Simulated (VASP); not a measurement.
# PtSe2 in VASP: further runs, part 2 of 2

VASP 6.6.1. Earlier steps stand in the parts before.

## Step 3: Single point, PBEsol (strained and its atoms moved)

INCAR

```
ALGO = Normal
EDIFF = 1E-7
ENCUT = 520
GGA = PS
ISIF = 2
ISMEAR = 0
LASPH = True
LCHARG = False
LREAL = False
LWAVE = False
NBANDS = 18
NELM = 100
PREC = Accurate
SIGMA = 0.1
```

KPOINTS

```
k-points
0
Gamma
  15 15 8
```

POSCAR

```
PtSe2
1.0
    3.5823396216      0.0000000000      0.0000000000
   -1.7911698108      3.1023971173      0.0000000000
    0.0000000000      0.0000000000      5.1731615200
Pt Se
1 2
Direct
    0.0000000000      0.0000000000      0.0000000000
    0.3333333333      0.6666666667      0.2427415357
    0.6666666667      0.3333333333      0.7572584643
```

Potentials or basis: VASP PAW PBE potentials, release 64 (Pt, Se).

Started as:

```
$ cat potpaw_PBE.64/Pt/POTCAR potpaw_PBE.64/Se/POTCAR > POTCAR
$ mpirun -np 1 vasp_std > vasp.out
```

OUTCAR:

```text
EDIFF = 1E-7
   ENCUT = 520
   GGA = PS
   ISIF = 2
   ISMEAR = 0
   LASPH = True
   LREAL = False
   NELM = 100
   PREC = Accurate

 ion  position               nearest neighbor table
   1  0.000  0.000  0.000-   2 2.42   3 2.42   3 2.42   2 2.42   3 2.42   2 2.42
   2  0.333  0.667  0.243-   1 2.42   1 2.42   1 2.42
   3  0.667  0.333  0.757-   1 2.42   1 2.42   1 2.42

  LATTYP: Found a hexagonal cell.
 ALAT       =     3.5823396216
[... 198 lines left out ...]
      5       0.0573      2.00000
      6       2.6600      2.00000
[... 481 lines left out ...]
      5       1.0397      2.00000
      6       1.8571      2.00000
[... 10 lines left out ...]
     17      16.9219      0.00000
     18      17.3238      0.00000

 [... further k-points ...]
[... 5 lines left out ...]
  --------------------------------------------------------------------------------------
  -------------------------------------------------------------------------------------
  Total        7.0097483      7.0097483      4.1694117      0.0000000      0.0000000      0.0000000
  in kB      195.3407380    195.3407380    116.1890441      0.0000000      0.0000000      0.0000000
  external PRESSURE =     168.9568400 kB  Pullay stress =       0.0000000 kB

 VOLUME and BASIS-vectors are now :
 -----------------------------------------------------------------------------
  energy-cutoff  :      520.00
  volume of cell :       57.49
      direct lattice vectors                 reciprocal lattice vectors
     3.582339622  0.000000000  0.000000000     0.279147179  0.161165699  0.000000000
    -1.791169811  3.102397117  0.000000000     0.000000000  0.322331398  0.000000000
     0.000000000  0.000000000  5.173161520     0.000000000  0.000000000  0.193305389

 POSITION                                       TOTAL-FORCE (eV/Angst)
 -----------------------------------------------------------------------------------
      0.00000      0.00000      0.00000         0.000000      0.000000      0.000000
     -0.00000      2.06826      1.25574         0.000000     -0.000000      1.572134
      1.79117      1.03413      3.91742        -0.000000      0.000000     -1.572134
 -----------------------------------------------------------------------------------
    total drift:                                0.000000      0.000000      0.000000

  FREE ENERGIE OF THE ION-ELECTRON SYSTEM (eV)
  ---------------------------------------------------
  free  energy   TOTEN  =       -15.5636527842 eV

  energy  without entropy=      -15.5616766861  energy(sigma->0) =      -15.56266474
```

OSZICAR:

```text
N       E                     dE             d eps       ncg     rms          rms(c)
DAV:   1     0.112525187754E+03    0.11253E+03   -0.10207E+04  6984   0.108E+03
DAV:   2    -0.113449390938E+02   -0.12387E+03   -0.11978E+03  8498   0.217E+02
DAV:   3    -0.164378978246E+02   -0.50930E+01   -0.50616E+01  8478   0.439E+01
DAV:   4    -0.164746690030E+02   -0.36771E-01   -0.36757E-01  8578   0.403E+00
DAV:   5    -0.164750477102E+02   -0.37871E-03   -0.37870E-03  8256   0.401E-01    0.165E+01
DAV:   6    -0.157412265101E+02    0.73382E+00   -0.37627E+00  7144   0.185E+01    0.897E+00
DAV:   7    -0.156004909124E+02    0.14074E+00   -0.72167E-01  7082   0.855E+00    0.456E+00
DAV:   8    -0.155650274463E+02    0.35463E-01   -0.47553E-02  7728   0.203E+00    0.781E-01
DAV:   9    -0.155635881214E+02    0.14393E-02   -0.69132E-03  7546   0.712E-01    0.162E-01
DAV:  10    -0.155636577071E+02   -0.69586E-04   -0.75069E-04  8196   0.221E-01    0.596E-02
DAV:  11    -0.155636514455E+02    0.62616E-05   -0.56733E-05  8362   0.766E-02    0.259E-02
DAV:  12    -0.155636524811E+02   -0.10356E-05   -0.77763E-06  7500   0.212E-02    0.334E-03
DAV:  13    -0.155636527279E+02   -0.24675E-06   -0.93475E-07  8484   0.686E-03    0.193E-03
DAV:  14    -0.155636527842E+02   -0.56344E-07   -0.64991E-08  5756   0.176E-03
   1 F= -.15563653E+02 E0= -.15562665E+02  d E =-.197610E-02
```

It took 2.3 min on 1 thread of Intel Xeon Platinum 8259CL at 2.50GHz (Skylake/Cascade Lake), shared host; peak memory 0.33 GiB.

What came out:

```
Free energy            : -15.5637 eV
Pressure               : 16.9 GPa
Largest force          : 1.572 eV/Å
Band gap on the k mesh : zero (bands 11 and 12 overlap by 0.11 eV)
```

Forces in eV/Å, atoms in the order of the input:
```
Pt   0.000  0.000  0.000
Se   0.000  0.000  1.572
Se   0.000  0.000 -1.572
```

Stress tensor (GPa, compression positive):
```
19.53  0.00  0.00
 0.00 19.53  0.00
 0.00  0.00 11.62
```

Levels at points of the mesh, in eV from the Fermi level:
```
           k point  band 9  band 10  band 11  band 12  band 13  band 14
(0.00, 0.00, 0.00)   -1.08    -1.08     0.09     1.87     1.87     3.69
(0.00, 0.00, 0.50)   -1.73    -1.41    -1.41     2.60     2.60     4.54
```

Caveat: the cell differs from its parent crystal (strained and its atoms moved); the cell stands under pressure; the PAW data sets were made with another functional, which shifts forces and pressure a little; spin-orbit coupling is left out, which moves the levels of the heavy elements.
